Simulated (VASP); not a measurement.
Set up this calculation in VASP 6.6.1, as the native input.

| Quantity | Value |
| --- | --- |
| Task | single point |
| Functional | PBE |
| Dispersion | D3(BJ) |
| Potentials or basis | VASP PAW PBE potentials, release 64 (C, Cl, H) |
| Cutoff | 520 eV |
| k mesh | 1 × 1 × 1 |
| Occupations | fermi-dirac, width 0.05 eV |
| Spin | no spin polarisation |
| Dipole correction | no |
| Further INCAR settings | LREAL = Auto; ALGO = Normal; EDIFF = 1e-06; NBANDS = 63 |

The structure of H3CCl lies in POSCAR:

```
H3CCl
1.0
    8.2031320000      0.0000000000      0.0000000000
    0.0000000000      8.2031320000      0.0000000000
    0.0000000000      0.0000000000      8.2031320000
C Cl H
6 6 18
Direct
    0.2259691582      0.4426542232      0.3496285640
    0.2878771771      0.8501770001      0.8863176780
    0.4360285540      0.9186822143      0.2834785350
    0.7644455317      0.4173751195      0.5357076537
    0.8186767511      0.8966101109      0.1461348974
    0.4607559779      0.2748282730      0.8258207731
    0.2027950011      0.4336681451      0.5653241640
    0.5054123345      0.8574109265      0.8733995368
    0.5664330337      0.9127209135      0.4595261773
    0.8016624310      0.4652831527      0.7458712734
    0.7741527413      1.1085650112      0.1233243719
    0.3988348775      0.3514187174      1.0194248522
    0.3026709331      0.5474825200      0.3192812883
    0.2837570242      0.3298823647      0.3075440358
    0.1047512793      0.4550785884      0.2955319368
    0.2557064479      0.7731912382      0.9907132658
    0.2399991407      0.9741342878      0.9032631964
    0.2415089326      0.7963023150      0.7735117451
    0.4486861464      1.0369349260      0.2218561914
    0.4700747412      0.8224537882      0.1968342581
    0.3126593712      0.8985876562      0.3286883484
    0.7587433836      0.5331240792      0.4695413871
    0.8660913712      0.3427678955      0.4928113529
    0.6493598352      0.3500069822      0.5222724657
    0.8731348900      0.8790709210      0.2662423744
    0.7051364875      0.8273679841      0.1388897369
    0.8984997674      0.8590404419      0.0472222274
    0.5851503233      0.2301332854      0.8373691482
    0.3781916748      0.1772567148      0.7898565855
    0.4545573815      0.3755326041      0.7395793793
```

One way to write it, as run:

INCAR

```
SYSTEM = H3CCl
PREC = Accurate
ENCUT = 520
EDIFF = 1E-6
ISMEAR = -1
SIGMA = 0.05
LREAL = Auto
LASPH = .True.
NELM = 100
ALGO = Normal
ISIF = 2
LWAVE = .False.
LCHARG = .True.
GGA = PE
IVDW = 12
LELF = .True.
LVHAR = .True.
NBANDS = 63
```

KPOINTS

```
regular mesh
0
Gamma
  1 1 1
  0 0 0
```

Potentials or basis: VASP PAW PBE potentials, release 64 (C, Cl, H).

Command:

```bash
$ cat potpaw_PBE.64/C/POTCAR potpaw_PBE.64/Cl/POTCAR potpaw_PBE.64/H/POTCAR > POTCAR
$ mpirun -np 1 vasp_gam > vasp.out
```

Results of the run:

```
Pressure                   : 0.1 GPa
Largest force              : 0.305 eV/Å
Dispersion energy per atom : -0.045 eV
```

Caveat: the k points lie up to 0.77 Å⁻¹ apart.

Wall time 120 s on 1 thread of Intel Xeon 8259CL, with other jobs on the host, peak memory 0.52 GiB.
